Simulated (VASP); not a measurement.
# MgS (Imm2) in VASP: further runs, part 2 of 2

VASP 6.6.1. Earlier steps stand in the parts before.

## 3. Single point, r2SCAN (all Mg atoms moved +0.075 Å, as atom 1 along Cartesian [1 1 0])

The input, POSCAR:

```
MgS
1.0
    0.0000000000      2.6016500000      2.6016500000
    2.6016500000      0.0000000000      2.6016500000
    2.6016500000      2.6016500000      0.0000000000
Mg S
1 1
Direct
    0.0000000000      0.0000000000      0.0203843748
    0.5000000000      0.5000000000      0.5000000000
```

The input, INCAR.step1:

```
SYSTEM = MgS
PREC = Accurate ; ENCUT = 520
ISMEAR = 0 ; SIGMA = 0.05
LREAL = .FALSE. ; LASPH = .TRUE.
NELM = 60 ; NBANDS = 11
GGA = PE ; ALGO = Normal
EDIFF = 1E-4 ; LWAVE = .TRUE.
LCHARG = .FALSE.
```

The input, INCAR.step2:

```
SYSTEM = MgS
PREC = Accurate ; ENCUT = 520
EDIFF = 1E-6 ; ISMEAR = 0
SIGMA = 0.05 ; LREAL = .FALSE.
LASPH = .TRUE. ; NELM = 60
ALGO = Normal ; ISIF = 2
LWAVE = .FALSE. ; LCHARG = .FALSE.
METAGGA = R2SCAN ; LMIXTAU = .TRUE.
NBANDS = 11 ; ISTART = 1
```

The input, KPOINTS:

```
regular mesh
0
G
  8 8 8
  0 0 0
```

Potentials or basis: VASP PAW PBE potentials, release 64 (Mg, S).

Started as:

```console
$ cat potpaw_PBE.64/Mg/POTCAR potpaw_PBE.64/S/POTCAR > POTCAR
$ cp INCAR.step1 INCAR
$ mpirun -np 1 vasp_std > vasp.out
$ cp INCAR.step2 INCAR
$ mpirun -np 1 vasp_std > vasp.out
```

OUTCAR:

```text
SYSTEM = MgS
   PREC = Accurate
   ENCUT = 520
   EDIFF = 1E-6
   ISMEAR = 0
   LREAL = .FALSE.
   LASPH = .TRUE.
   NELM = 60
   ISIF = 2
   METAGGA = R2SCAN
   ISTART = 1

 ion  position               nearest neighbor table
   1  0.000  0.000  0.020-   2 2.55   2 2.55   2 2.60   2 2.60   2 2.66   2 2.66
   2  0.500  0.500  0.500-   1 2.55   1 2.55   1 2.60   1 2.60   1 2.66   1 2.66

  LATTYP: Found a face centered cubic cell.
 ALAT       =     5.2033000000

  Lattice vectors:

 A1 = (   0.0000000000,   2.6016500000,   2.6016500000)
 A2 = (   2.6016500000,   0.0000000000,   2.6016500000)
 A3 = (   2.6016500000,   2.6016500000,   0.0000000000)

Analysis of symmetry for initial positions (statically):
=====================================================================
 Subroutine PRICEL returns:
 Original cell was already a primitive cell.

 Routine SETGRP: Setting up the symmetry group for a
 face centered cubic supercell.

 Subroutine GETGRP returns: Found  4 space group operations
 (whereof  4 operations were pure point group operations)
 out of a pool of 48 trial point group operations.

The static configuration has the point symmetry C_2v.

Analysis of symmetry for dynamics (positions and initial velocities):
=====================================================================
 Subroutine PRICEL returns:
 Original cell was already a primitive cell.

 Routine SETGRP: Setting up the symmetry group for a
 face centered cubic supercell.

 Subroutine GETGRP returns: Found  4 space group operations
 (whereof  4 operations were pure point group operations)
 out of a pool of 48 trial point group operations.

The dynamic configuration has the point symmetry C_2v.

 Subroutine INISYM returns: Found  4 space group operations
 (whereof  4 operations are pure point group operations),
 and found     1 'primitive' translations

----------------------------------------------------------------------------------------

                                     Primitive cell
[... 114 lines left out ...]
  Thomas-Fermi vector in A             =   2.131131
   LORBIT       =      0    0 simple, 1 ext, 2 COOP (PROOUT), +10 PAW based schemes
   METAGGA = R2SCAN    functional components
   LHFCALC =     F    Hartree Fock is set to
   AEXX    =    0.0000 exact exchange contribution
   IVDW    =     0    specifies the selected vdW correction
   LEPSILON=     F    determine dielectric tensor
   LRPA    =     F    only Hartree local field effects (RPA)
 non-spin polarized calculation
 Gauss-broadening in eV      SIGMA  =   0.05
  energy-cutoff  :      520.00
  volume of cell :       35.22
 maximum number of plane-waves:       960
   NGX = 13   NGY = 13   NGZ = 13

 number of electron       8.0000000 magnetization

 Free energy of the ion-electron system (eV)
  ---------------------------------------------------
  ext. energy  EPLUGINS =         0.00000000
  ---------------------------------------------------
  free energy    TOTEN  =       -15.50256874 eV

  energy without entropy =      -15.50256874  energy(sigma->0) =      -15.50256874

 E-fermi :   3.7516     XC(G=0): -10.0884

 val. band max:        3.4916216836   @ k =   0.0000   0.0000   0.0000
 cond. band min:       6.9265783412   @ k =   0.5000   0.5000   0.0000
 fundamental gap:      3.4349566575
 Fermi energy:         3.7515653196

 k-point     1 :       0.0000    0.0000    0.0000
  band No.  band energies     occupation
      1      -9.6921      2.00000
      2       3.4818      2.00000
      3       3.4916      2.00000
      4       3.4916      2.00000
      5       8.1048      0.00000
      6      12.0200      0.00000
      7      12.0208      0.00000
      8      12.0293      0.00000
      9      14.4413      0.00000
     10      14.4494      0.00000
     11      17.0233      0.00000
[... 309 lines left out ...]
 k-point    24 :      -0.3750    0.1250    0.0000
  band No.  band energies     occupation
      1      -8.3971      2.00000
      2      -0.9514      2.00000
      3       2.1169      2.00000
      4       2.8551      2.00000
      5       9.5047      0.00000
      6      10.6148      0.00000
      7      11.4576      0.00000
      8      14.2845      0.00000
      9      16.2359      0.00000
     10      16.9790      0.00000
     11      19.3524      0.00000

 [... further k-points ...]
[... 5 lines left out ...]
  --------------------------------------------------------------------------------------
  -------------------------------------------------------------------------------------
  Total       -0.0351540     -0.0351540     -0.1143737     -0.0085304      0.0000000      0.0000000
  in kB       -1.5992216     -1.5992216     -5.2030743     -0.3880645      0.0000000      0.0000000
  external PRESSURE =      -2.8005058 kB  Pullay stress =       0.0000000 kB

 VOLUME and BASIS-vectors are now :
 -----------------------------------------------------------------------------
  energy-cutoff  :      520.00
  volume of cell :       35.22
      direct lattice vectors                 reciprocal lattice vectors
     0.000000000  2.601650000  2.601650000    -0.192185728  0.192185728  0.192185728
     2.601650000  0.000000000  2.601650000     0.192185728 -0.192185728  0.192185728
     2.601650000  2.601650000  0.000000000     0.192185728  0.192185728 -0.192185728

 POSITION                                       TOTAL-FORCE (eV/Angst)
 -----------------------------------------------------------------------------------
      0.05303      0.05303      0.00000        -0.149817     -0.149817      0.000000
      2.60165      2.60165      2.60165         0.149817      0.149817      0.000000
 -----------------------------------------------------------------------------------
    total drift:                                0.001789      0.001789     -0.000001

  FREE ENERGIE OF THE ION-ELECTRON SYSTEM (eV)
  ---------------------------------------------------
  free  energy   TOTEN  =       -15.5025687400 eV

  energy  without entropy=      -15.5025687400  energy(sigma->0) =      -15.50256874
```

OUTCAR.step1:

```text
SYSTEM = MgS
   PREC = Accurate
   ENCUT = 520
   ISMEAR = 0
   LREAL = .FALSE.
   LASPH = .TRUE.
[... 557 lines left out ...]
      0.05303      0.05303      0.00000        -0.149379     -0.149379     -0.000000
      2.60165      2.60165      2.60165         0.149379      0.149379      0.000000
 -----------------------------------------------------------------------------------
    total drift:                               -0.000269     -0.000269     -0.000000

  FREE ENERGIE OF THE ION-ELECTRON SYSTEM (eV)
  ---------------------------------------------------
  free  energy   TOTEN  =        -8.4939958921 eV

  energy  without entropy=       -8.4939958921  energy(sigma->0) =       -8.49399589
```

OSZICAR.step1:

```text
N       E                     dE             d eps       ncg     rms          rms(c)
DAV:   1     0.218180054991E+02    0.21818E+02   -0.36469E+03  2210   0.596E+02
DAV:   2    -0.747518404327E+01   -0.29293E+02   -0.27731E+02  2628   0.100E+02
DAV:   3    -0.889257173803E+01   -0.14174E+01   -0.14136E+01  2554   0.230E+01
DAV:   4    -0.890176791096E+01   -0.91962E-02   -0.91953E-02  2465   0.221E+00
DAV:   5    -0.890184591674E+01   -0.78006E-04   -0.78005E-04  2652   0.202E-01    0.442E+00
DAV:   6    -0.853453052135E+01    0.36732E+00   -0.79206E-01  2383   0.351E+00    0.345E+00
DAV:   7    -0.849419388666E+01    0.40337E-01   -0.22106E-01  2532   0.203E+00    0.229E+00
DAV:   8    -0.849429499971E+01   -0.10111E-03   -0.15231E-02  2309   0.746E-01    0.102E+00
DAV:   9    -0.849397747990E+01    0.31752E-03   -0.88531E-04  2426   0.171E-01    0.343E-01
DAV:  10    -0.849399589212E+01   -0.18412E-04   -0.24183E-04  2176   0.720E-02
   1 F= -.84939959E+01 E0= -.84939959E+01  d E =-.106409E-18
```

It took 66 s on 1 thread of Intel Xeon 6975P-C (Granite Rapids), shared host; peak memory 0.19 GiB.

What came out:

| Property | Result |
| --- | --- |
| Free energy | -15.5026 eV |
| Pressure | -0.3 GPa |
| Largest force | 0.212 eV/Å |
| Band gap on the k mesh | 3.44 eV, indirect (least direct gap 4.61 eV) |

Forces in eV/Å, atoms in the order of the input:
```
Mg  -0.150 -0.150  0.000
S    0.150  0.150  0.000
```

Stress tensor (GPa, compression positive):
```
-0.16 -0.04  0.00
-0.04 -0.16  0.00
 0.00  0.00 -0.52
```

Levels at points of the mesh, in eV from the valence-band top:
```csv
k point,band 1,band 2,band 3,band 4,band 5,band 6,band 7,band 8
"(0.00, 0.00, 0.00)",-13.18,-0.01,0.00,0.00,4.61,8.53,8.53,8.54
"(0.50, 0.00, 0.00)",-11.85,-4.88,-0.62,-0.62,5.21,7.51,7.51,11.22
"(0.00, 0.00, 0.50)",-11.85,-4.87,-0.63,-0.62,5.22,7.50,7.51,11.22
"(0.50, 0.50, 0.00)",-11.47,-4.27,-1.73,-1.72,3.43,4.92,13.14,13.49
"(0.00, 0.50, 0.50)",-11.47,-4.27,-1.73,-1.73,3.44,4.93,13.14,13.49
```

Caveat: the cell differs from its parent crystal (all Mg atoms moved +0.075 Å, as atom 1 along Cartesian [1 1 0]); the PAW data sets were made with another functional, which shifts forces and pressure a little. A k mesh can miss the band edges.
